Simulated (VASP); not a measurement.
## As: single point with r2SCAN

The system is As.

```
As
1.0
     1.91768    1.10718    3.58298
    -1.91768    1.10718    3.58298
     0.00000   -2.21435    3.58298
As
2
Direct
  0.22600 0.22600 0.22600
  0.77400 0.77400 0.77400
```

```
Program             : VASP 6.6.1
Task                : single point
Functional          : r2SCAN
Potentials or basis : VASP PAW PBE potentials, release 64 (As)
Cutoff              : 520 eV
k mesh              : 9 × 9 × 9
Occupations         : fermi-dirac, width 0.05 eV
Spin                : no spin polarisation
```

* Pressure: -2.3 GPa
* Largest force: 0.182 eV/Å
* Band gap on the k mesh: zero (bands 5 and 6 overlap by 0.08 eV)

Forces in eV/Å, atoms in the order of the input:
```
As   0.000  0.000 -0.182
As   0.000  0.000  0.182
```

Stress tensor (GPa, compression positive):
```
-3.00  0.00  0.00
 0.00 -3.00  0.00
 0.00  0.00 -0.94
```

Levels at points of the mesh, in eV from the Fermi level:
| k point | band 2 | band 3 | band 4 | band 5 | band 6 | band 7 | band 8 | band 9 |
| --- | --- | --- | --- | --- | --- | --- | --- | --- |
| (0.00, 0.00, 0.00) | -6.27 | -2.51 | -2.18 | -2.18 | 1.63 | 2.84 | 2.84 | 7.29 |

It took 99 s on 1 thread of Intel(R) Xeon(R) Platinum 8259CL CPU @ 2.50GHz (Skylake/Cascade Lake) (shared host), peak memory 0.2 GiB.

Caveat: the PAW data sets were made with another functional, which shifts forces and pressure a little.
